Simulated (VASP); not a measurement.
The system is Cu.

```
Cu
1.0
     0.00000    1.78872    1.78872
     1.78872    0.00000    1.78872
     1.78872    1.78872    0.00000
Cu
1
Direct
  0.00000 0.00000 0.00000
```

| Quantity | Value |
| --- | --- |
| Program | VASP 6.6.1 |
| Task | relaxation of cell and atoms |
| Functional | PBE |
| Potentials or basis | VASP PAW PBE potentials, release 64 (Cu) |
| Cutoff | 600 eV |
| k mesh | 8 × 8 × 8 |
| Occupations | gaussian, width 0.1 eV |
| Spin | no spin polarisation |

At the start: pressure 8.3 GPa; volume 11.45 Å³/atom.

Task: How do energy, volume and symmetry change on relaxing?

Result: Over 3 steps the energy falls by 15.5 meV/atom and the volume is 12.08 Å³/atom (+5.5 %); space group Fm-3m (No. 225, to 0.1 Å) before and after.

The path:
| step | energy change (eV) | largest force (eV/Å) | pressure (GPa) | volume (Å³) |
| --- | --- | --- | --- | --- |
| 1 | 0.0000 | 0.0000 | 8.34 | 11.45 |
| 2 | -0.0106 | 0.0000 | -3.96 | 12.46 |
| 3 | -0.0155 | 0.0000 | 0.03 | 12.08 |

Final structure:
```
Cu
1.0
     0.00000    1.82092    1.82092
     1.82092    0.00000    1.82092
     1.82092    1.82092    0.00000
Cu
1
Cartesian
  0.0000 0.0000 0.0000
```

Caveat: the k points lie up to 0.37 Å⁻¹ apart in the final cell, too coarse for converged energies and pressures of a metal.
